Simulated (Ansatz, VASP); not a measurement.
# CdHg2S3: VASP beside Ansatz

Contents of INCAR:

```
PREC = Accurate
ENCUT = 520
EDIFF = 1E-6
ISMEAR = 0
SIGMA = 0.1
LREAL = False
LASPH = True
NELM = 80
ALGO = Normal
ISIF = 2
LWAVE = False
LCHARG = False
GGA = PE
NBANDS = 66
```

File KPOINTS:

```
Automatic mesh
0
Gamma
  6 6 1
```

The input POSCAR:

```
CdHg2S3
1.0
    4.1214830200      0.0000000000      0.0000000000
   -2.0607415100      3.5693090000      0.0000000000
    0.0000000000      0.0000000000     20.2430127100
Cd Hg S
2 4 6
Direct
    0.6666666700      0.3333333300      0.8333744400
    0.3333333300      0.6666666700      0.3333744400
    0.6666666700      0.3333333300      0.1667077700
    0.6666666700      0.3333333300      0.5000411100
    0.3333333300      0.6666666700      0.0000411100
    0.3333333300      0.6666666700      0.6667077700
    0.6666666700      0.3333333300      0.2916255600
    0.6666666700      0.3333333300      0.6249588900
    0.6666666700      0.3333333300      0.9582922300
    0.3333333300      0.6666666700      0.1249588900
    0.3333333300      0.6666666700      0.4582922300
    0.3333333300      0.6666666700      0.7916255600
```

Input for Ansatz:

```yaml
crystal:
  lattice:
    - [4.12148302, 0.0, 0.0]
    - [-2.06074151, 3.569309, 0.0]
    - [0.0, 0.0, 20.24301271]
  atoms:
    - { symbol: Cd, position: [0.66666667, 0.33333333, 0.83337444] }
    - { symbol: Cd, position: [0.33333333, 0.66666667, 0.33337444] }
    - { symbol: Hg, position: [0.66666667, 0.33333333, 0.16670777] }
    - { symbol: Hg, position: [0.66666667, 0.33333333, 0.50004111] }
    - { symbol: Hg, position: [0.33333333, 0.66666667, 4.111e-05] }
    - { symbol: Hg, position: [0.33333333, 0.66666667, 0.66670777] }
    - { symbol: S, position: [0.66666667, 0.33333333, 0.29162556] }
    - { symbol: S, position: [0.66666667, 0.33333333, 0.62495889] }
    - { symbol: S, position: [0.66666667, 0.33333333, 0.95829223] }
    - { symbol: S, position: [0.33333333, 0.66666667, 0.12495889] }
    - { symbol: S, position: [0.33333333, 0.66666667, 0.45829223] }
    - { symbol: S, position: [0.33333333, 0.66666667, 0.79162556] }
basis:
  ecutwfc: 420
kpoints:
  mp_grid: { grid: [6, 6, 1] }
hamiltonian:
  xc: pbe
scf:
  occupations: { method: gaussian, width: 0.1 }
  lower_state_search: "off"
output:
  forces: true
  stress: true
  eigenvalues: true
```

Alike in both runs: task single point; functional PBE; k mesh 6 × 6 × 1; occupations gaussian, width 0.1 eV; no spin polarisation.

|  | VASP | Ansatz |
| --- | --- | --- |
| version | VASP 6.6.1 | Ansatz 0.2.0 |
| potentials or method | VASP PAW PBE potentials, release 64 (Cd, Hg, S), cutoff 520 eV | scalar-relativistic, plane waves, PAW |
| valence electrons in the cell | 108 | 156 |

|  | VASP | Ansatz | Ansatz less VASP |
| --- | --- | --- | --- |
| gap on the k mesh at the Fermi level (eV) | 0.05 | 0.05 | -0.001 |
| least direct gap on the mesh (eV) | 0.05 | 0.05 | -0.001 |
| pressure (GPa) | 4.6 | 4.2 | -0.35 |
| rms of the force components (eV/Å) | 0.058 | 0.058 | -0.0005 |

Atom by atom the forces differ by 0.001 eV/Å (rms over components). VASP's potentials hold 108 valence electrons a cell and Ansatz's 156, so a difference there can come from the potentials and not from the codes.

Neither program's run includes spin-orbit coupling.
